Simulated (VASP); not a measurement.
Write the native input for VASP 6.6.1 that does the following.

```
Task                   : single point
Functional             : RPBE
Potentials or basis    : VASP PAW PBE potentials, release 64 (Ag)
Cutoff                 : 520 eV
k mesh                 : 14 × 14 × 4
Occupations            : fermi-dirac, width 0.1 eV
Spin                   : no spin polarisation
Dipole correction      : no
Further INCAR settings : ALGO = Normal; EDIFF = 1e-06; NBANDS = 30
```

The structure of Ag lies in POSCAR:

```
Ag
1.0
    3.0078224778      0.0000000000      0.0000000000
   -1.5039112389      2.6048506759      0.0000000000
    0.0000000000      0.0000000000      9.9240270860
Ag
4
Direct
    0.3333333333      0.6666666667      0.2500000000
    0.6666666667      0.3333333333      0.7500000000
    0.0000000000      0.0000000000      0.0000000000
    1.0000000000      1.0000000000      0.5000000000
```

This isn't the form of Ag at room conditions, which is fcc.

These files were run (other wordings do the same):

INCAR

```
SYSTEM = Ag
ALGO = Normal ; EDIFF = 1E-6
ENCUT = 520 ; GGA = RP
ISIF = 2 ; ISMEAR = -1
LASPH = .True. ; LCHARG = .False.
LREAL = .False. ; LWAVE = .False.
NBANDS = 30 ; NELM = 100
PREC = Accurate ; SIGMA = 0.1
```

KPOINTS

```
k-points
0
Gamma
  14 14 4
  0 0 0
```

Potentials or basis: VASP PAW PBE potentials, release 64 (Ag).

Launch:

```sh
$ cat potpaw_PBE.64/Ag/POTCAR > POTCAR
$ mpirun -np 1 vasp_std > vasp.out
```

It gave:

```
Pressure               : -2.5 GPa
Band gap on the k mesh : zero (bands 22 and 23 overlap by 5.69 eV)
```

Caveat: the PAW data sets were made with another functional, which shifts forces and pressure a little.

It took 80 s on 1 thread of AMD EPYC 9R45 96-Core Processor (Zen 5), with other jobs on the host, peak memory 0.24 GiB.
